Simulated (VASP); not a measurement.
# NaI: single point with PBE

Crystal: NaI.

```xyz
2
Lattice="0.0000 3.1634 3.2296 3.1634 0.0000 3.2296 3.1634 3.1634 0.0000" Properties=species:S:1:pos:R:3 pbc="T T T"
Na    0.0000    0.0000    0.0000
I     3.1634    3.1634    3.2296
```

This cell differs from its parent crystal: biaxial xy strain -2.0%.

```
Program                : VASP 6.6.1
Task                   : single point
Functional             : PBE
Potentials or basis    : VASP PAW PBE potentials, release 64 (Na_pv, I)
Cutoff                 : 520 eV
k mesh                 : 8 × 8 × 8
Occupations            : fermi-dirac, width 0.02 eV
Spin                   : no spin polarisation
Dipole correction      : no
Further INCAR settings : ALGO = Normal; EDIFF = 1e-07; NBANDS = 14
```

| Quantity | Value |
| --- | --- |
| Pressure | 1.4 GPa |
| Band gap on the k mesh | 3.76 eV |

Stress tensor (GPa, compression positive):
```
1.58 0.00 0.00
0.00 1.58 0.00
0.00 0.00 0.92
```

Levels at points of the mesh, in eV from the valence-band top:
| k point | band 5 | band 6 | band 7 | band 8 | band 9 | band 10 |
| --- | --- | --- | --- | --- | --- | --- |
| (0.00, 0.00, 0.00) | -0.02 | -0.02 | 0.00 | 3.76 | 7.82 | 7.96 |
| (0.50, 0.00, 0.00) | -2.37 | -0.35 | -0.31 | 5.09 | 7.39 | 7.55 |
| (0.50, 0.50, 0.00) | -2.08 | -0.79 | -0.79 | 4.54 | 5.48 | 10.07 |
| (0.50, 0.00, 0.50) | -2.07 | -0.89 | -0.80 | 4.51 | 5.43 | 10.21 |

Run time: 61 s on 1 thread of AMD EPYC 7R13 Processor (Zen 3), with other jobs on the host, peak memory 0.2 GiB.

Caveat: the cell differs from its parent crystal (biaxial xy strain -2.0%); spin-orbit coupling is left out, which moves the levels of the heavy elements.
